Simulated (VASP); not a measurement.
Write the native input for VASP 6.6.1 that does the following.

```yaml
Task: single point
Functional: PBE
Potentials_or_basis: VASP PAW PBE potentials, release 64 (Mn_pv)
Cutoff: 500 eV
k_mesh: 16 × 16 × 5
Occupations: fermi-dirac, width 0.05 eV
Spin: collinear spin, ferrimagnetic start
Starting_moments: "[0.366, 0.366, -0.316, -0.316] μB"
Dipole_correction: no
Further_INCAR_settings: ALGO = Normal; EDIFF = 1e-06; NBANDS = 38
```

The structure of Mn lies in POSCAR:

```
Mn
1.0
    2.5482115358      0.0000000000      0.0000000000
   -1.2741057679      2.2068159242      0.0000000000
    0.0000000000      0.0000000000      8.2247019762
Mn
4
Direct
    1.0000000000      1.0000000000      1.0000000000
    1.0000000000      1.0000000000      0.5000000000
    0.3333333333      0.6666666667      0.2500000000
    0.6666666667      0.3333333333      0.7500000000
```

This isn't the form of Mn at room conditions, which is a 58-atom cubic cell.

The input as run:

INCAR

```
PREC = Accurate
ENCUT = 500
EDIFF = 1E-6
ISMEAR = -1
SIGMA = 0.05
LREAL = False
LASPH = True
NELM = 200
ALGO = Normal
ISIF = 2
LWAVE = False
LCHARG = False
ISPIN = 2
MAGMOM = 0.366 0.366 -0.316 -0.316
LORBIT = 11
LMAXMIX = 4
GGA = PE
NBANDS = 38
GGA_COMPAT = False
```

KPOINTS

```
Automatic mesh
0
Gamma
  16 16 5
```

Potentials or basis: VASP PAW PBE potentials, release 64 (Mn_pv).

Command:

```bash
$ cat potpaw_PBE.64/Mn_pv/POTCAR > POTCAR
$ mpirun -np 1 vasp_std > vasp.out
```

It gave:

```yaml
Pressure: -18.4 GPa
Band_gap_on_the_k_mesh: zero (filled and empty bands overlap)
Net_moment: 0.00 μB per cell
Valence_electrons_inside_the_program's_atomic_spheres: Mn 11.85, 11.84 (each value once)
```

Caveat: the cell stands under tension.

Run time: 3.6 min on 1 thread of AMD EPYC 9R45 96-Core Processor (Zen 5), with other jobs on the host, peak memory 0.28 GiB.
